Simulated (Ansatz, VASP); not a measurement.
## MgO in VASP and in Ansatz

File INCAR:

```
PREC = Accurate
ENCUT = 520
EDIFF = 1E-6
ISMEAR = 0
SIGMA = 0.05
LREAL = False
LASPH = True
NELM = 60
ALGO = Normal
ISIF = 2
LWAVE = False
LCHARG = False
GGA = PS
NBANDS = 16
```

The input KPOINTS:

```
regular mesh
0
Gamma
  9 9 6
```

The input POSCAR:

```
MgO
1.0
    3.6695000000      0.0000000000      0.0000000000
   -1.8347500000      3.1778802192      0.0000000000
    0.0000000000      0.0000000000      4.0549000000
Mg O
2 2
Direct
    0.6666666667      0.3333333333      0.7500000000
    0.3333333333      0.6666666667      0.2500000000
    0.6666666667      0.3333333333      0.2500000000
    0.3333333333      0.6666666667      0.7500000000
```

Input for Ansatz:

```yaml
crystal:
  lattice:
    - [3.6695, 0.0, 0.0]
    - [-1.83475, 3.1778802192, 0.0]
    - [0.0, 0.0, 4.0549]
  atoms:
    - { symbol: Mg, position: [0.6666666667, 0.3333333333, 0.75] }
    - { symbol: Mg, position: [0.3333333333, 0.6666666667, 0.25] }
    - { symbol: O, position: [0.6666666667, 0.3333333333, 0.25] }
    - { symbol: O, position: [0.3333333333, 0.6666666667, 0.75] }
basis:
  ecutwfc: 520.0
kpoints:
  mp_grid: { grid: [9, 9, 6] }
hamiltonian:
  xc: pbesol
  pseudopotentials: { kind: paw, azcp: { folder: soft_1 } }
scf:
  occupations: { method: gaussian, width: 0.05 }
output:
  forces: true
  stress: true
  eigenvalues: true
```

Alike in both runs: task single point; functional PBEsol; k mesh 9 × 9 × 6; occupations gaussian, width 0.05 eV; no spin polarisation.

|  | VASP | Ansatz |
| --- | --- | --- |
| version | VASP 6.6.1 | Ansatz 0.2.0 |
| potentials or method | VASP PAW PBE potentials, release 64 (Mg, O), cutoff 520 eV | scalar-relativistic, plane waves, PAW |
| valence electrons in the cell | 16 | 32 |

VASP gave:

| Quantity | Value |
| --- | --- |
| gap on the k mesh at the Fermi level (eV) | 3.10 |
| least direct gap on the mesh (eV) | 3.10 |
| pressure (GPa) | -5.7 |
| traceless stress, the component that is largest in VASP (GPa) | 7.67 |

Which values does Ansatz return?

gap on the k mesh at the Fermi level (eV): 3.10; least direct gap on the mesh (eV): 3.10; pressure (GPa): -5.2; traceless stress, the component that is largest in VASP (GPa): 7.68.

VASP's potentials were made for PBE, not for PBEsol, and Ansatz warns of the same on its side. The functional is the same, so the differences come from potentials, cutoffs and numerics. VASP's potentials hold 16 valence electrons a cell and Ansatz's 32, so a difference there can come from the potentials and not from the codes.
